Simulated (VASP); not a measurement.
Set up this calculation in VASP 6.6.1, as the native input.

| Item | Value |
| --- | --- |
| Task | single point |
| Functional | PBE |
| Potentials or basis | VASP PAW PBE potentials, release 64 (Hg, Te) |
| Cutoff | 520 eV |
| k mesh | 10 × 10 × 10 |
| Occupations | fermi-dirac, width 0.05 eV |
| Spin | no spin polarisation |
| Dipole correction | no |
| Further INCAR settings | ALGO = Normal; EDIFF = 1e-06; NBANDS = 16 |

The structure of HgTe lies in POSCAR:

```
HgTe
1.0
   -3.0456030000      3.0456030000      1.5594100000
    3.0456030000     -3.0456030000      1.5594100000
    3.0456030000      3.0456030000     -1.5594100000
Hg Te
1 1
Direct
    0.7500000000      0.2500000000      0.5000000000
    0.0000000000      0.0000000000      0.0000000000
```

These files were run (other wordings do the same):

INCAR

```
SYSTEM = HgTe
PREC = Accurate
ENCUT = 520
EDIFF = 1E-6
ISMEAR = -1
SIGMA = 0.05
LREAL = .FALSE.
LASPH = .TRUE.
NELM = 80
ALGO = Normal
ISIF = 2
LWAVE = .FALSE.
LCHARG = .TRUE.
GGA = PE
LELF = .TRUE.
LVHAR = .TRUE.
NBANDS = 16
```

KPOINTS

```
Automatic mesh
0
G
  10 10 10
  0 0 0
```

Potentials or basis: VASP PAW PBE potentials, release 64 (Hg, Te).

The run is started by

```sh
$ cat potpaw_PBE.64/Hg/POTCAR potpaw_PBE.64/Te/POTCAR > POTCAR
$ mpirun -np 1 vasp_std > vasp.out
```

Results of the run:

```
Pressure               : 0.0 GPa
Band gap on the k mesh : zero (bands 9 and 10 overlap by 3.37 eV)
```

Caveat: spin-orbit coupling is left out, which moves the levels of the heavy elements.

Wall time 2.3 min on 1 thread of Intel Xeon 8259CL (shared host), peak memory 0.27 GiB.
